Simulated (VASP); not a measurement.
Input of a VASP 6.6.1 run:

File INCAR:

```
SYSTEM = PbS
ALGO     = Normal         ! electronic algorithm
EDIFF    = 1E-6           ! SCF threshold, eV
ENCUT    = 520            ! plane-wave cutoff, eV
GGA      = PS             ! functional
ISIF     = 2              ! what is computed and relaxed
ISMEAR   = -1             ! smearing method
IVDW     = 13             ! dispersion correction
LASPH    = .True.         ! aspherical terms in the spheres
LCHARG   = .False.        ! write CHGCAR
LREAL    = .False.        ! projectors in reciprocal space
LWAVE    = .False.        ! write WAVECAR
NBANDS   = 17             ! bands
NELM     = 80             ! most SCF steps
PREC     = Accurate       ! precision mode
SIGMA    = 0.05           ! smearing width, eV
```

Contents of KPOINTS:

```
k-points
0
Gamma
  8 8 8
  0 0 0
```

Contents of POSCAR:

```
PbS
1.0
    0.0000000000      2.9296878821      2.9296878821
    2.9296878821      0.0000000000      2.9296878821
    2.9296878821      2.9296878821      0.0000000000
Pb S
1 1
Direct
    0.0000000000      0.0000000000      0.0000000000
    0.5000000000      0.5000000000      0.5000000000
```

Potentials or basis: VASP PAW PBE potentials, release 64 (Pb_d, S).

Run with:

```sh
$ cat potpaw_PBE.64/Pb_d/POTCAR potpaw_PBE.64/S/POTCAR > POTCAR
$ mpirun -np 1 vasp_std > vasp.out
```

Question: Estimate the pressure.

Answer: -0.1 GPa.

Question: Predict the band gap on the k mesh.

Answer: 0.11 eV.

Question: Predict the dispersion energy per atom.

Answer: -0.227 eV.

Caveat: the PAW data sets were made with another functional, which shifts forces and pressure a little; spin-orbit coupling is left out, which moves the levels of the heavy elements. A k mesh can miss the band edges.
